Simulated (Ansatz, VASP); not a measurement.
# One calculation of In, two programs

File INCAR:

```
PREC = Accurate
ENCUT = 520
EDIFF = 1E-7
ISMEAR = -1
SIGMA = 0.1
LREAL = False
LASPH = True
NELM = 80
ALGO = Normal
ISIF = 2
LWAVE = False
LCHARG = False
GGA = RE
NBANDS = 20
```

The input KPOINTS:

```
Automatic mesh
0
Gamma
  12 12 7
```

Contents of POSCAR:

```
In
1.0
    3.4413944014      0.0000000000      0.0000000000
   -1.7206972007      2.9803349761      0.0000000000
    0.0000000000      0.0000000000      5.5858133161
In
2
Direct
    0.3333333333      0.6666666667      0.2500000000
    0.6666666667      0.3333333333      0.7500000000
```

Input for Ansatz:

```yaml
crystal:
  lattice:
    - [3.4413944014, 0.0, 0.0]
    - [-1.7206972007, 2.9803349761, 0.0]
    - [0.0, 0.0, 5.5858133161]
  atoms:
    - { symbol: In, position: [0.3333333333, 0.6666666667, 0.25] }
    - { symbol: In, position: [0.6666666667, 0.3333333333, 0.75] }
hamiltonian:
  xc: revpbe
  pseudopotentials:
    kind: paw
    azcp:
      In: "pseudopotentials/In.paw.azcp"
basis:
  ecutwfc: 420
  fft_grid_basis: typed
kpoints:
  mp_grid: { grid: [12, 12, 7], shift: [0, 0, 0] }
magnetization:
  spin_polarized: false
scf:
  occupations: { method: fermi_dirac, width: 0.1 }
  lower_state_search: "off"
output:
  stress: true
```

Alike in both runs: task single point; functional revPBE; k mesh 12 × 12 × 7; occupations fermi-dirac, width 0.1 eV; no spin polarisation.

|  | VASP | Ansatz |
| --- | --- | --- |
| version | VASP 6.6.1 | Ansatz 0.2.0 |
| potentials or method | VASP PAW PBE potentials, release 64 (In_d), cutoff 520 eV | plane waves (420 eV) with PAW, scalar-relativistic |
| valence electrons in the cell | 26 | 26 |

```csv
,VASP,Ansatz,Ansatz less VASP
pressure (GPa),0.0,0.0,+0.03
"traceless stress, the component that is largest in VASP (GPa)",-0.41,-0.41,-0.001
```

VASP's potentials were made for PBE, not for revPBE.
